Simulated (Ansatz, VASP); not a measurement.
# W: VASP beside Ansatz

```
W
1.0
    -1.56799    1.56799    1.56799
     1.56799   -1.56799    1.56799
     1.56799    1.56799   -1.56799
W
1
Cartesian
  0.0000 0.0000 0.0000
```

Alike in both runs: functional LDA; k mesh 18 × 18 × 18; occupations fermi-dirac, width 0.15 eV; no spin polarisation.

Ansatz relaxed the structure, and its values are those at the end. VASP's run is a single point on that final structure, the one shown.

|  | VASP | Ansatz |
| --- | --- | --- |
| version | VASP 6.6.1 | Ansatz 0.2.0 |
| potentials or method | VASP PAW LDA potentials, release 64 (W_sv), cutoff 520 eV | scalar-relativistic, plane waves, PAW |
| valence electrons in the cell | 14 | 14 |

VASP gave:

* gap on the k mesh at the Fermi level (eV): none
* pressure (GPa): 1.9

Problem. What did Ansatz give for the same quantities?

Solution. gap on the k mesh at the Fermi level (eV): none; pressure (GPa): 0.0.

Ansatz warns that its potentials were made for another functional, while VASP's fit it. LDA's correlation is that of Perdew and Zunger in VASP and of Perdew and Wang (1992) in Ansatz. A gap of «none» marks a metal or a gap that the smearing closes.

Neither program's run includes spin-orbit coupling.
